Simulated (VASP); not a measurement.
Input of a VASP 6.6.1 run:

File INCAR:

```
SYSTEM = BP
PREC = Accurate ; ENCUT = 520
EDIFF = 1E-7 ; ISMEAR = -1
SIGMA = 0.05 ; LREAL = .FALSE.
LASPH = .TRUE. ; NELM = 100
ALGO = Normal ; ISIF = 2
LWAVE = .FALSE. ; LCHARG = .FALSE.
GGA = CA ; NBANDS = 11
```

Contents of KPOINTS:

```
regular mesh
0
G
  15 15 15
  0 0 0
```

The input POSCAR:

```
BP
1.0
    0.0000000000      2.2236200000      2.2690000000
    2.2236200000      0.0000000000      2.2690000000
    2.2236200000      2.2236200000      0.0000000000
B P
1 1
Direct
    0.0000000000      0.0000000000      0.0000000000
    0.7500000000      0.7500000000      0.7500000000
```

Potentials or basis: VASP PAW LDA potentials, release 64 (B, P).

Run with:

```sh
$ cat potpaw_LDA.64/B/POTCAR potpaw_LDA.64/P/POTCAR > POTCAR
$ mpirun -np 1 vasp_std > vasp.out
```

Task: Estimate the band gap on the k mesh.

Result: 0.99 eV, indirect (least direct gap 3.34 eV).

Task: Predict the pressure.

Result: 1.4 GPa.

Stress tensor (GPa, compression positive):
```
 3.36  0.00  0.00
 0.00  3.36  0.00
 0.00  0.00 -2.38
```

Caveat: the cell differs from its parent crystal (equal xx and yy strain of -2 %). A k mesh can miss the band edges.
